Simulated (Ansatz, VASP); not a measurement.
## KZnF3 in VASP and in Ansatz

INCAR

```
ALGO = Normal
EDIFF = 1E-6
ENCUT = 520
GGA = PE
ISIF = 2
ISMEAR = 0
LASPH = T
LCHARG = F
LREAL = F
LWAVE = F
NBANDS = 29
NELM = 80
PREC = Accurate
SIGMA = 0.1
```

Contents of KPOINTS:

```
k-points
0
Gamma
  4 4 4
```

File POSCAR:

```
KZnF3
1.0
    4.0500000000      0.0000000000      0.0000000000
    0.0000000000      4.0500000000      0.0000000000
    0.0000000000      0.0000000000      4.0500000000
K Zn F
1 1 3
Direct
    0.0000000000      0.0000000000      0.0000000000
    0.5000000000      0.5000000000      0.5000000000
    0.5000000000      0.5000000000      0.0000000000
    0.0000000000      0.5000000000      0.5000000000
    0.5000000000      0.0000000000      0.5000000000
```

Input for Ansatz:

```yaml
crystal:
  lattice:
    - [4.05, 0.0, 0.0]
    - [0.0, 4.05, 0.0]
    - [0.0, 0.0, 4.05]
  atoms:
    - { symbol: K, position: [0.0, 0.0, 0.0] }
    - { symbol: Zn, position: [0.5, 0.5, 0.5] }
    - { symbol: F, position: [0.5, 0.5, 0.0] }
    - { symbol: F, position: [0.0, 0.5, 0.5] }
    - { symbol: F, position: [0.5, 0.0, 0.5] }
basis:
  ecutwfc: 420
kpoints:
  mp_grid: { grid: [4, 4, 4] }
hamiltonian:
  xc: pbe
scf:
  occupations: { method: gaussian, width: 0.1 }
output:
  forces: true
  stress: true
  eigenvalues: true
```

Alike in both runs: task single point; functional PBE; k mesh 4 × 4 × 4; occupations gaussian, width 0.1 eV; no spin polarisation.

|  | VASP | Ansatz |
| --- | --- | --- |
| version | VASP 6.6.1 | Ansatz 0.2.0 |
| potentials or method | VASP PAW PBE potentials, release 64 (K_sv, Zn, F), cutoff 520 eV | scalar-relativistic, plane waves, PAW |
| valence electrons in the cell | 42 | 42 |

|  | VASP | Ansatz | Ansatz less VASP |
| --- | --- | --- | --- |
| gap on the k mesh at the Fermi level (eV) | 3.79 | 3.86 | +0.070 |
| least direct gap on the mesh (eV) | 5.65 | 5.69 | +0.040 |
| pressure (GPa) | 4.9 | 4.5 | -0.40 |

With one functional, cell and mesh, what is left measures potentials, basis and numerics.
